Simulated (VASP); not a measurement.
Write the native input for VASP 6.6.1 that does the following.

```yaml
Task: single point
Functional: PBE
Potentials_or_basis: VASP PAW PBE potentials, release 64 (As)
Cutoff: 520 eV
k_mesh: 10 × 10 × 10
Occupations: gaussian, width 0.018 eV
Spin: no spin polarisation
Dipole_correction: no
Further_INCAR_settings: ALGO = Normal; EDIFF = 1e-06; NBANDS = 8
```

The structure of As lies in POSCAR:

```
As
1.0
    2.7036817444      0.0000000000      0.0000000000
    0.0000000000      2.7036817444      0.0000000000
    0.0000000000      0.0000000000      2.7036817444
As
1
Direct
    0.5000000000      0.5000000000      0.5000000000
```

One way to write it, as run:

INCAR

```
PREC = Accurate
ENCUT = 520
EDIFF = 1E-6
ISMEAR = 0
SIGMA = 0.018000000000000002
LREAL = F
LASPH = T
NELM = 60
ALGO = Normal
ISIF = 2
LWAVE = F
LCHARG = T
GGA = PE
LELF = T
LVHAR = T
NBANDS = 8
```

KPOINTS

```
regular mesh
0
Gamma
  10 10 10
```

Potentials or basis: VASP PAW PBE potentials, release 64 (As).

The run is started by

```bash
$ cat potpaw_PBE.64/As/POTCAR > POTCAR
$ mpirun -np 1 vasp_std > vasp.out
```

Results of the run:

```json
{
  "Pressure": "2.5 GPa"
}
```

Wall time 5.3 s on 1 thread of Intel(R) Xeon(R) Platinum 8488C (Sapphire Rapids) (shared host), peak memory 0.12 GiB.
